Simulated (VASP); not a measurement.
Input of a VASP 6.6.1 run:

The input INCAR:

```
SYSTEM = Nb3Sn
ALGO = Normal
EDIFF = 1E-6
ENCUT = 520
GGA = PS
ISIF = 2
ISMEAR = -1
LASPH = .TRUE.
LCHARG = .FALSE.
LREAL = .FALSE.
LWAVE = .FALSE.
NBANDS = 63
NELM = 60
PREC = Accurate
SIGMA = 0.1
```

The input KPOINTS:

```
k-points
0
G
  6 6 6
  0 0 0
```

The input POSCAR:

```
Nb3Sn
1.0
    5.2585849943      0.0000000000      0.0000000000
    0.0000000000      5.2585849943      0.0000000000
    0.0000000000      0.0000000000      5.2585849943
Nb Sn
6 2
Direct
    0.2500000000      0.0000000000      0.5000000000
    0.5000000000      0.7500000000      0.0000000000
    0.7500000000      0.0000000000      0.5000000000
    0.5000000000      0.2500000000      0.0000000000
    0.0000000000      0.5000000000      0.7500000000
    0.0000000000      0.5000000000      0.2500000000
    0.0000000000      0.0000000000      0.0000000000
    0.5000000000      0.5000000000      0.5000000000
```

Potentials or basis: VASP PAW PBE potentials, release 64 (Nb_sv, Sn_d).

Run with:

```bash
$ cat potpaw_PBE.64/Nb_sv/POTCAR potpaw_PBE.64/Sn_d/POTCAR > POTCAR
$ mpirun -np 1 vasp_std > vasp.out
```

Task: Predict the pressure.

Result: -0.2 GPa.

Task: What does it give for the band gap on the k mesh?

Result: Zero (band 53 reaches 11.71 eV, above the bottom of band 54 at 11.13 eV).

Caveat: the PAW data sets were made with another functional, which shifts forces and pressure a little; spin-orbit coupling is left out, which moves the levels of the heavy elements.
